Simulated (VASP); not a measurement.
SnSe2:

```
Sn Se
1.0
     3.81100    0.00000    0.00000
    -1.90550    3.30042    0.00000
     0.00000    0.00000    6.13600
Sn Se
1 2
Cartesian
  0.0000 0.0000 0.0000
  0.0000 2.2003 1.5279
  1.9055 1.1001 4.6081
```

| Property | Result |
| --- | --- |
| Program | VASP 6.6.1 |
| Task | relaxation of cell and atoms |
| Functional | LDA |
| Potentials or basis | VASP PAW LDA potentials, release 64 (Sn_d, Se) |
| Cutoff | 600 eV |
| k mesh | 12 × 12 × 4 |
| Occupations | gaussian, width 0.01 eV |
| Spin | no spin polarisation |

At the start: pressure 1.0 GPa; volume 25.73 Å³/atom.

**Question.** How do energy, volume and symmetry change on relaxing?

**Answer.** Over 16 steps the energy falls by 13.1 meV/atom and the volume is 24.57 Å³/atom (-4.5 %); space group P-3m1 (No. 164, to 0.1 Å) before and after.

The path:
| step | energy change (eV) | largest force (eV/Å) | pressure (GPa) | volume (Å³) |
| --- | --- | --- | --- | --- |
| 1 | 0.0000 | 0.5108 | 0.98 | 77.18 |
| 2 | -0.0131 | 0.0112 | -1.48 | 78.95 |
| 3 | -0.0155 | 0.1303 | -0.82 | 78.45 |
| 4 | -0.0222 | 0.0902 | -0.37 | 77.43 |
| 5 | -0.0231 | 0.0654 | -0.07 | 76.83 |
| 6 | -0.0255 | 0.0822 | 0.06 | 76.45 |
| 7 | -0.0309 | 0.1328 | 0.43 | 75.32 |
| 8 | -0.0321 | 0.2317 | 1.41 | 73.04 |
| 9 | -0.0333 | 0.1992 | 1.04 | 73.88 |
| 10 | -0.0342 | 0.1852 | 0.96 | 73.86 |
| 11 | -0.0364 | 0.1439 | 0.73 | 73.80 |
| 12 | -0.0388 | 0.0640 | 0.29 | 73.66 |
| 13 | -0.0391 | 0.0278 | 0.10 | 73.60 |
| 14 | -0.0391 | 0.0245 | 0.08 | 73.59 |
| 15 | -0.0392 | 0.0207 | 0.05 | 73.62 |
| 16 | -0.0393 | 0.0096 | 0.01 | 73.72 |

Final structure:
```
CELL_PARAMETERS angstrom
3.80565 0.00000 0.00000
-1.90282 3.29579 0.00000
0.00000 0.00000 5.87724
ATOMIC_POSITIONS crystal
Sn 0.00000 0.00000 0.00000
Se 0.33333 0.66667 0.26844
Se 0.66667 0.33333 0.73156
```
